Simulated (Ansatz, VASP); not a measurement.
AlSn in VASP and in Ansatz

```
Sn Al
1.0
     4.19811    0.00000    0.00000
    -2.09905    3.63567    0.00000
     0.00000    0.00000    3.30685
Sn Al
1 1
Direct
  0.33333 0.66667 0.50000
  0.00000 0.00000 0.00000
```

Alike in both runs: task relaxation of cell and atoms; functional revPBE; k mesh 7 × 7 × 8; occupations fermi-dirac, width 0.05 eV; no spin polarisation.

|  | VASP | Ansatz |
| --- | --- | --- |
| version | VASP 6.6.1 | Ansatz 0.2.0 |
| potentials or method | VASP PAW PBE potentials, release 64 (Sn_d, Al) | Ansatz PAW |
| plane-wave cutoff (eV) | 600 | 420 |
| valence electrons in the cell | 17 | 17 |

VASP gave:

| Item | Value |
| --- | --- |
| gap on the k mesh at the Fermi level, each at its own relaxed structure (eV) | none |
| relaxed volume (Å³/atom) | 25.79 |
| relaxed cell length with the largest relative difference (Å) | 4.228 |

Question: Which values does Ansatz return?

Answer: gap on the k mesh at the Fermi level, each at its own relaxed structure (eV): none; relaxed volume (Å³/atom): 25.83; relaxed cell length with the largest relative difference (Å): 4.231.

VASP's potentials were made for PBE, not for revPBE. A gap of «none» marks a metal or a gap that the smearing closes.

Noted on Ansatz's run: the plane-wave basis is chosen anew once the cell has moved, so the energies of steps on either side of that aren't comparable.
